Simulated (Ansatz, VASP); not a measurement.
# Two plane-wave programs on Ga2O3

```
CELL_PARAMETERS angstrom
2.49226 1.43891 4.48064
-2.49226 1.43891 4.48064
0.00000 -2.87781 4.48064
ATOMIC_POSITIONS crystal
Ga 0.85543 0.85543 0.85543
Ga 0.35543 0.35543 0.35543
Ga 0.14457 0.14457 0.14457
Ga 0.64457 0.64457 0.64457
O 0.44637 0.05363 0.75000
O 0.05363 0.75000 0.44637
O 0.55363 0.94637 0.25000
O 0.25000 0.55363 0.94637
O 0.94637 0.25000 0.55363
O 0.75000 0.44637 0.05363
```

Alike in both runs: task single point; functional PBE; k mesh 6 × 6 × 6; occupations fermi-dirac, width 0.02 eV; no spin polarisation.

|  | VASP | Ansatz |
| --- | --- | --- |
| version | VASP 6.6.1 | Ansatz 0.2.0 |
| potentials or method | VASP PAW PBE potentials, release 64 (Ga_d, O) | plane waves, PAW |
| plane-wave cutoff (eV) | 520 | 420 |
| valence electrons in the cell | 88 | 88 |

|  | VASP | Ansatz | Ansatz less VASP |
| --- | --- | --- | --- |
| gap on the k mesh at the Fermi level (eV) | 2.85 | 2.85 | +0.007 |
| pressure (GPa) | 10.5 | 9.4 | -1.06 |
| traceless stress, the component that is largest in VASP (GPa) | -0.85 | -0.78 | +0.077 |
| rms of the force components (eV/Å) | 0.027 | 0.021 | -0.0055 |

Atom by atom the forces differ by 0.007 eV/Å (rms over components).
